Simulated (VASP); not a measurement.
Wanted: the native input for a VASP 6.6.1 run.

```yaml
Task: single point
Functional: PBEsol
Potentials_or_basis: VASP PAW PBE potentials, release 64 (Sb)
Cutoff: 520 eV
k_mesh: 15 × 15 × 15
Occupations: fermi-dirac, width 0.1 eV
Spin: no spin polarisation
Dipole_correction: no
Further_INCAR_settings: ALGO = Normal; EDIFF = 1e-07; NBANDS = 8
```

The structure of Sb lies in POSCAR:

```
Sb
1.0
    0.0000000000      2.3577219249      2.3577219249
    2.3577219249      0.0000000000      2.3577219249
    2.3577219249      2.3577219249      0.0000000000
Sb
1
Direct
    0.0000000000      0.0000000000      0.0000000000
```

This isn't the form of Sb at room conditions, which is rhombohedral.

These files were run (other wordings do the same):

INCAR

```
PREC = Accurate ; ENCUT = 520
EDIFF = 1E-7 ; ISMEAR = -1
SIGMA = 0.1 ; LREAL = F
LASPH = T ; NELM = 100
ALGO = Normal ; ISIF = 2
LWAVE = F ; LCHARG = T
GGA = PS ; LELF = T
LVHAR = T ; NBANDS = 8
```

KPOINTS

```
Automatic mesh
0
Gamma
  15 15 15
```

Potentials or basis: VASP PAW PBE potentials, release 64 (Sb).

The run is started by

```console
$ cat potpaw_PBE.64/Sb/POTCAR > POTCAR
$ mpirun -np 1 vasp_std > vasp.out
```

It gave:

```yaml
Pressure: 0.0 GPa
Band_gap_on_the_k_mesh: zero (an odd number of electrons rules out a gap without spin polarisation)
```

Caveat: the PAW data sets were made with another functional, which shifts forces and pressure a little; spin-orbit coupling is left out, which moves the levels of the heavy elements.

Run time: 28 s on 1 thread of Intel Xeon 8259CL, on a shared host, peak memory 0.17 GiB.
